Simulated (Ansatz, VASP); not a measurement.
MgGe2 in VASP and in Ansatz

```
Mg Ge
1.0
     3.85231    0.00000    0.00000
     0.00000    3.85231    0.00000
     0.00000    0.00000    4.30354
Mg Ge
1 2
Cartesian
  0.0000 0.0000 2.1518
  0.0000 1.9262 0.0000
  1.9262 0.0000 0.0000
```

Alike in both runs: functional PBE; k mesh 12 × 12 × 14; occupations gaussian, width 0.1 eV; no spin polarisation.

Ansatz relaxed the structure, and its values are those at the end. VASP's run is a single point on that final structure, the one shown.

```csv
,VASP,Ansatz
version,VASP 6.6.1,Ansatz 0.2.0
potentials or method,"VASP PAW PBE potentials, release 64 (Mg, Ge_d), cutoff 520 eV","scalar-relativistic, plane waves, PAW"
valence electrons in the cell,30,38
```

```csv
,VASP,Ansatz,Ansatz less VASP
gap on the k mesh at the Fermi level (eV),none,none,-
pressure (GPa),0.0,0.0,+0.01
```

A gap of «none» marks a metal or a gap that the smearing closes. VASP's potentials hold 30 valence electrons a cell and Ansatz's 38, so a difference there can come from the potentials and not from the codes.
